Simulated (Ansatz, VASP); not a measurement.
**One calculation of Ni, two programs**

File INCAR:

```
ALGO = Normal
EDIFF = 1E-6
ENCUT = 520
GGA = PS
ISIF = 2
ISMEAR = -1
LASPH = T
LCHARG = T
LELF = T
LREAL = F
LVHAR = T
LWAVE = F
NBANDS = 28
NELM = 80
PREC = Accurate
SIGMA = 0.1
```

Contents of KPOINTS:

```
k-points
0
Gamma
  17 17 5
```

File POSCAR:

```
Ni
1.0
    2.4120572072      0.0000000000      0.0000000000
   -1.2060286036      2.0889028168      0.0000000000
    0.0000000000      0.0000000000      7.9017844475
Ni
4
Direct
    1.0000000000      1.0000000000      0.0000000000
    1.0000000000      1.0000000000      0.5000000000
    0.3333333333      0.6666666667      0.2500000000
    0.6666666667      0.3333333333      0.7500000000
```

Input for Ansatz:

```yaml
crystal:
  lattice:
    - [2.4120572072, 0.0, 0.0]
    - [-1.2060286036, 2.0889028168, 0.0]
    - [0.0, 0.0, 7.9017844475]
  atoms:
    - { symbol: Ni, position: [1.0, 1.0, 0.0] }
    - { symbol: Ni, position: [1.0, 1.0, 0.5] }
    - { symbol: Ni, position: [0.3333333333, 0.6666666667, 0.25] }
    - { symbol: Ni, position: [0.6666666667, 0.3333333333, 0.75] }
hamiltonian:
  xc: pbesol
  pseudopotentials:
    kind: paw
    azcp:
      Ni: "pseudopotentials/Ni.paw.azcp"
basis:
  ecutwfc: 420
  fft_grid_basis: typed
kpoints:
  mp_grid: { grid: [17, 17, 5], shift: [0, 0, 0] }
magnetization:
  spin_polarized: false
scf:
  occupations: { method: fermi_dirac, width: 0.1 }
  lower_state_search: "off"
output:
  stress: true
```

Alike in both runs: task single point; functional PBEsol; k mesh 17 × 17 × 5; occupations fermi-dirac, width 0.1 eV; no spin polarisation.

|  | VASP | Ansatz |
| --- | --- | --- |
| version | VASP 6.6.1 | Ansatz 0.2.0 |
| potentials or method | VASP PAW PBE potentials, release 64 (Ni), cutoff 520 eV | plane waves (420 eV) with PAW, scalar-relativistic |
| valence electrons in the cell | 40 | 72 |

|  | VASP | Ansatz | Ansatz less VASP |
| --- | --- | --- | --- |
| pressure (GPa) | 10.4 | 10.4 | -0.03 |

VASP's potentials were made for PBE, not for PBEsol, and Ansatz warns of the same on its side. VASP's potentials hold 40 valence electrons a cell and Ansatz's 72, so a difference there can come from the potentials and not from the codes.
